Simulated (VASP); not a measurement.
The system is CdHgP.

```xyz
6
Lattice="4.9176 0.0000 0.0000 0.0000 4.9176 0.0000 0.0000 0.0000 6.4110" Properties=species:S:1:pos:R:3 pbc="T T T"
Cd    0.0000    0.0000    4.8082
Cd    0.0000    0.0000    1.6027
Hg    2.4588    2.4588    0.0000
Hg    2.4588    2.4588    3.2055
P     2.4588    0.0000    3.2055
P     0.0000    2.4588    0.0000
```

* Program: VASP 6.6.1
* Task: relaxation of cell and atoms
* Functional: PBE
* Potentials or basis: VASP PAW PBE potentials, release 64 (Cd, Hg, P)
* Cutoff: 600 eV
* k mesh: 8 × 8 × 6
* Occupations: gaussian, width 0.1 eV
* Spin: no spin polarisation

At the start: pressure 1.1 GPa; volume 25.84 Å³/atom.

Problem. Where does the relaxation end?

Solution. Over 9 steps the energy falls by 8.9 meV/atom and the volume is 25.92 Å³/atom (+0.3 %); space group P4_2/mmc (No. 131, to 0.05 Å).

Step by step:
```
step  energy change (eV)  largest force (eV/Å)  pressure (GPa)  volume (Å³)
   1              0.0000                0.0000            1.05       155.03
   2             -0.0350                0.0000           -0.39       158.86
   3             -0.0355                0.0000           -0.58       159.39
   4             -0.0465                0.0000           -0.40       157.96
   5             -0.0533                0.0000           -0.13       155.97
   6             -0.0534                0.0000           -0.10       155.73
   7             -0.0533                0.0000           -0.11       155.80
   8             -0.0534                0.0000            0.05       155.37
   9             -0.0535                0.0000           -0.01       155.51
```

Final structure:
```
Cd Hg P
1.0
     5.01383    0.00000    0.00000
     0.00000    5.01383    0.00000
     0.00000    0.00000    6.18628
Cd Hg P
2 2 2
Direct
  0.00000 0.00000 0.75000
  0.00000 0.00000 0.25000
  0.50000 0.50000 0.00000
  0.50000 0.50000 0.50000
  0.50000 0.00000 0.50000
  0.00000 0.50000 0.00000
```
